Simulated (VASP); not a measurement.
Input of a VASP 6.6.1 run:

The input INCAR:

```
SYSTEM = LiF
PREC = Accurate
ENCUT = 520
EDIFF = 1E-6
ISMEAR = -1
SIGMA = 0.03
LREAL = .False.
LASPH = .True.
NELM = 60
ALGO = Normal
ISIF = 2
LWAVE = .False.
LCHARG = .False.
NBANDS = 12
```

The input KPOINTS:

```
regular mesh
0
Gamma
  10 10 10
  0 0 0
```

Contents of POSCAR:

```
LiF
1.0
    0.0000000000      2.0744200000      2.0140000000
    2.0744200000      0.0000000000      2.0140000000
    2.0744200000      2.0744200000      0.0000000000
Li F
1 1
Direct
    0.0000000000      0.0000000000      0.0000000000
    0.5000000000      0.5000000000      0.5000000000
```

Potentials or basis: VASP PAW LDA potentials, release 64 (Li_sv, F).

Command:

```console
$ cat potpaw_LDA.64/Li_sv/POTCAR potpaw_LDA.64/F/POTCAR > POTCAR
$ mpirun -np 1 vasp_std > vasp.out
```

(1) Estimate the band gap on the k mesh.

Results:

(1) 8.30 eV, direct.

Caveat: the cell differs from its parent crystal (equal xx and yy strain of +3 %).
